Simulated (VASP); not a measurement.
# Sr4TmSi (Cmmm) in VASP: further runs, part 2 of 2

VASP 6.6.1.

### Step 3. Single point, PBE

This run uses another cell than the first one, of 48.55 Å³/atom.

INCAR

```
ALGO = Normal ; EDIFF = 1E-6
ENCUT = 500 ; GGA = PE
GGA_COMPAT = F ; ISIF = 2
ISMEAR = 0 ; LASPH = T
LCHARG = T ; LELF = T
LMAXMIX = 6 ; LREAL = F
LVHAR = T ; LWAVE = F
NBANDS = 36 ; NELM = 200
PREC = Accurate ; SIGMA = 0.2
```

KPOINTS

```
k-points
0
Gamma
  3 3 4
```

POSCAR

```
Sr4TmSi
1.0
    5.9104462785     -6.2519259822      0.0000000000
    5.9104462785      6.2519259822      0.0000000000
    0.0000000000      0.0000000000      3.9413864357
Sr Tm Si
4 1 1
Direct
    0.7013723127      0.7013723127      0.0000000000
    0.7470751824      0.2529248176      0.5000000000
    0.2529248176      0.7470751824      0.5000000000
    0.2986276873      0.2986276873      0.0000000000
    0.0000000000      0.0000000000      0.0000000000
    0.5000000000      0.5000000000      0.5000000000
```

Potentials or basis: VASP PAW PBE potentials, release 64 (Sr_sv, Tm_3, Si), 4f in core.

Command:

```console
cat potpaw_PBE.64/Sr_sv/POTCAR potpaw_PBE.64/Tm_3/POTCAR potpaw_PBE.64/Si/POTCAR > POTCAR
mpirun -np 1 vasp_std > vasp.out
```

OUTCAR:

```text
EDIFF = 1E-6
   ENCUT = 500
   GGA = PE
   ISIF = 2
   ISMEAR = 0
   LASPH = T
   LREAL = F
   NELM = 200
   PREC = Accurate

 ion  position               nearest neighbor table
   1  0.701  0.701  0.000-   6 3.09   6 3.09   5 3.53   3 4.37   2 4.37   3 4.37   2 4.37   4 4.76

   2  0.747  0.253  0.500-   6 3.09   5 3.73   5 3.73   4 4.37   1 4.37   4 4.37   1 4.37
   3  0.253  0.747  0.500-   6 3.09   5 3.73   5 3.73   4 4.37   1 4.37   4 4.37   1 4.37
   4  0.299  0.299  0.000-   6 3.09   6 3.09   5 3.53   3 4.37   2 4.37   3 4.37   2 4.37   1 4.76

   5  0.000  0.000  0.000-   1 3.53   4 3.53   3 3.73   2 3.73   2 3.73   3 3.73
   6  0.500  0.500  0.500-   2 3.09   3 3.09   1 3.09   4 3.09   1 3.09   4 3.09

  LATTYP: Found a base centered orthorhombic cell.
 ALAT       =    11.8208925570
 B/A-ratio  =     1.0577756209
 C/A-ratio  =     0.3334254513

  Lattice vectors:

 A1 = (   5.9104462785,  -6.2519259822,   0.0000000000)
 A2 = (   5.9104462785,   6.2519259822,   0.0000000000)
 A3 = (   0.0000000000,   0.0000000000,   3.9413864357)

Analysis of symmetry for initial positions (statically):
=====================================================================
 Subroutine PRICEL returns:
 Original cell was already a primitive cell.

 Routine SETGRP: Setting up the symmetry group for a
 base centered orthorhombic supercell.

 Subroutine GETGRP returns: Found  8 space group operations
 (whereof  8 operations were pure point group operations)
 out of a pool of  8 trial point group operations.

The static configuration has the point symmetry D_2h.

Analysis of symmetry for dynamics (positions and initial velocities):
=====================================================================
 Subroutine PRICEL returns:
 Original cell was already a primitive cell.

 Routine SETGRP: Setting up the symmetry group for a
 base centered orthorhombic supercell.

 Subroutine GETGRP returns: Found  8 space group operations
[... 120 lines left out ...]
  Fermi-wavevector in a.u.,A,eV,Ry     =   0.927675  1.753051 11.708908  0.860580
  Thomas-Fermi vector in A             =   2.053770
   LORBIT       =      0    0 simple, 1 ext, 2 COOP (PROOUT), +10 PAW based schemes
   GGA     = PE    functional components
   LHFCALC =     F    Hartree Fock is set to
   AEXX    =    0.0000 exact exchange contribution
   IVDW    =     0    specifies the selected vdW correction
   LEPSILON=     F    determine dielectric tensor
   LRPA    =     F    only Hartree local field effects (RPA)
 non-spin polarized calculation
 Gauss-broadening in eV      SIGMA  =   0.20
  energy-cutoff  :      500.00
  volume of cell :      291.28
 maximum number of plane-waves:      7418
   NGX = 31   NGY = 31   NGZ = 15

 number of electron      53.0000001 magnetization

 Free energy of the ion-electron system (eV)
  ---------------------------------------------------
  ext. energy  EPLUGINS =         0.00000000
  ---------------------------------------------------
  free energy    TOTEN  =       -15.07081953 eV

  energy without entropy =      -14.92577083  energy(sigma->0) =      -14.99829518

 E-fermi :   1.4499     XC(G=0):  -7.4538

 val. band max:        1.4484115393   @ k =   0.3333   0.3333   0.0000
 cond. band min:       1.4695994361   @ k =  -0.3333   0.3333   0.5000
 fundamental gap:      0.0211878968
 Fermi energy:         1.4499250689

 k-point     1 :       0.0000    0.0000    0.0000
  band No.  band energies     occupation
      1     -34.8046      2.00000
      2     -34.8046      2.00000
      3     -34.6155      2.00000
      4     -34.6150      2.00000
      5     -25.1735      2.00000
      6     -25.1069      2.00000
[... 457 lines left out ...]
     35       3.5275      0.00000
     36       3.6910      0.00000

------------------------ aborting loop because EDIFF is reached ----------------------------------------

  FORCE on cell =-STRESS in cart. coord.  units (eV):
  Direction    XX          YY          ZZ          XY          YZ          ZX
  --------------------------------------------------------------------------------------
  -------------------------------------------------------------------------------------
  Total        0.0157219      0.1980676      0.1712161      0.0000000      0.0000000      0.0000000
  in kB        0.0864773      1.0894592      0.9417640      0.0000000      0.0000000      0.0000000
  external PRESSURE =       0.7059001 kB  Pullay stress =       0.0000000 kB

 VOLUME and BASIS-vectors are now :
 -----------------------------------------------------------------------------
  energy-cutoff  :      500.00
  volume of cell :      291.28
      direct lattice vectors                 reciprocal lattice vectors
     5.910446279 -6.251925982  0.000000000     0.084595981 -0.079975355  0.000000000
     5.910446279  6.251925982  0.000000000     0.084595981  0.079975355  0.000000000
     0.000000000  0.000000000  3.941386436     0.000000000  0.000000000  0.253717827

 POSITION                                       TOTAL-FORCE (eV/Angst)
 -----------------------------------------------------------------------------------
      8.29085      0.00000      0.00000         0.042525     -0.000000      0.000000
      5.91045     -3.08939      1.97069         0.000000     -0.078592      0.000000
      5.91045      3.08939      1.97069         0.000000      0.078592      0.000000
      3.53005      0.00000      0.00000        -0.042525     -0.000000     -0.000000
      0.00000      0.00000      0.00000         0.000000     -0.000000      0.000000
      5.91045      0.00000      1.97069        -0.000000     -0.000000      0.000000
 -----------------------------------------------------------------------------------
    total drift:                               -0.000000     -0.000000     -0.000000

  FREE ENERGIE OF THE ION-ELECTRON SYSTEM (eV)
  ---------------------------------------------------
  free  energy   TOTEN  =       -15.0708195274 eV

  energy  without entropy=      -14.9257708310  energy(sigma->0) =      -14.99829518
```

Wall time 83 s (1 thread of AMD EPYC 9R45 (Zen 5), shared host); peak memory 0.38 GiB.

Results:

```
Free energy            : -15.0708 eV
Pressure               : 0.1 GPa
Largest force          : 0.079 eV/Å
Band gap on the k mesh : zero (an odd number of electrons rules out a gap without spin polarisation)
```

Forces in eV/Å, atoms in the order of the input:
```
Sr   0.043  0.000  0.000
Sr   0.000 -0.079  0.000
Sr   0.000  0.079  0.000
Sr  -0.043  0.000  0.000
Tm   0.000  0.000  0.000
Si   0.000  0.000  0.000
```

Levels at points of the mesh, in eV from the Fermi level:
| k point | band 24 | band 25 | band 26 | band 27 | band 28 | band 29 |
| --- | --- | --- | --- | --- | --- | --- |
| (0.00, 0.00, 0.00) | -1.01 | -0.54 | -0.23 | -0.18 | 0.31 | 0.53 |
| (0.00, 0.00, 0.50) | -1.08 | -0.40 | -0.27 | 0.12 | 0.21 | 0.69 |

Caveat: the k points lie up to 0.40 Å⁻¹ apart, too coarse for converged energies and pressures of a metal; spin-orbit coupling is left out, which moves the levels of the heavy elements; the 4f electrons are frozen in the core, so they carry no moment and show no levels. Spin polarisation is off, so any magnetic state and its effect on volume and gap are missing.

### Step 4. Single point, PBE

This run uses another cell than the first one, of 48.55 Å³/atom.

INCAR

```
SYSTEM = Sr4TmSi
PREC = Accurate
ENCUT = 500
EDIFF = 1E-6
ISMEAR = 0
SIGMA = 0.1
LREAL = .False.
LASPH = .True.
NELM = 200
ALGO = Normal
ISIF = 2
LWAVE = .False.
LCHARG = .False.
GGA = PE
NBANDS = 36
GGA_COMPAT = .False.
LMAXMIX = 6
```

KPOINTS

```
regular mesh
0
Gamma
  2 2 4
  0 0 0
```

POSCAR is that of step 3.

Command:

```console
cat potpaw_PBE.64/Sr_sv/POTCAR potpaw_PBE.64/Tm_3/POTCAR potpaw_PBE.64/Si/POTCAR > POTCAR
mpirun -np 1 vasp_std > vasp.out
```

Run time: 65 s. Hardware: 1 thread of AMD EPYC 9R45 (Zen 5), shared host; peak memory 0.36 GiB.

Results (log left out):

```yaml
Free_energy: -15.0039 eV
Pressure: 0.0 GPa
Largest_force: 0.057 eV/Å
Band_gap_on_the_k_mesh: zero (an odd number of electrons rules out a gap without spin polarisation)
```

Forces in eV/Å, atoms in the order of the input:
```
Sr   0.051  0.000  0.000
Sr   0.000 -0.057  0.000
Sr   0.000  0.057  0.000
Sr  -0.051  0.000  0.000
Tm   0.000  0.000  0.000
Si   0.000  0.000  0.000
```

Stress tensor (GPa, compression positive):
```
 0.08  0.00  0.00
 0.00  0.02  0.00
 0.00  0.00 -0.10
```

Levels at points of the mesh, in eV from the Fermi level:
```
           k point  band 23  band 24  band 25  band 26  band 27  band 28  band 29  band 30
(0.00, 0.00, 0.00)    -2.16    -0.96    -0.48    -0.19    -0.14     0.36     0.59     0.83
(0.50, 0.00, 0.00)    -1.58    -1.51    -0.63    -0.47    -0.05     0.57     0.81     0.87
(0.50, 0.50, 0.00)    -2.28    -0.64    -0.61    -0.20     0.08     0.33     0.76     0.85
(0.00, 0.00, 0.50)    -1.08    -1.03    -0.35    -0.22     0.16     0.26     0.73     0.85
(0.50, 0.00, 0.50)    -1.19    -1.03    -0.29    -0.10     0.12     0.31     0.54     0.55
(0.50, 0.50, 0.50)    -1.09    -0.98    -0.20    -0.05     0.04     0.43     0.53     0.56
```

Caveat: the k points lie up to 0.40 Å⁻¹ apart, too coarse for converged energies and pressures of a metal; spin-orbit coupling is left out, which moves the levels of the heavy elements; the 4f electrons are frozen in the core, so they carry no moment and show no levels. Spin polarisation is off, so any magnetic state and its effect on volume and gap are missing.

### Step 5. The runs side by side

| cell | k mesh | smearing | gap on the mesh (eV) | pressure (GPa) | largest force (eV/Å) |
| --- | --- | --- | --- | --- | --- |
| a = 8.535, b = 8.535, c = 3.974 Å, angles 90.0, 90.0, 87.2°, 6 atoms, atomic positions A | 3 × 3 × 4 | gaussian 0.2 eV | none | 0.1 | 0.04 |
| a = 8.603, b = 8.603, c = 3.941 Å, angles 90.0, 90.0, 93.2°, 6 atoms, atomic positions B | 3 × 3 × 4 | gaussian 0.2 eV | none | 0.1 | 0.08 |
| a = 8.603, b = 8.603, c = 3.941 Å, angles 90.0, 90.0, 93.2°, 6 atoms, atomic positions B | 2 × 2 × 4 | gaussian 0.1 eV | none | 0.0 | 0.06 |

Alike in all rows: task single point; level PBE; potentials or basis VASP PAW PBE potentials, release 64 (Sr_sv, Tm_3, Si), 4f in core; no spin polarisation; cutoff (eV) 500.

Caveats: all runs use coarse meshes; spin-orbit coupling is left out, which moves the levels of the heavy elements; the 4f electrons are frozen in the core, so they carry no moment and show no levels.

Absolute energies hang on the potentials; compare differences alone.
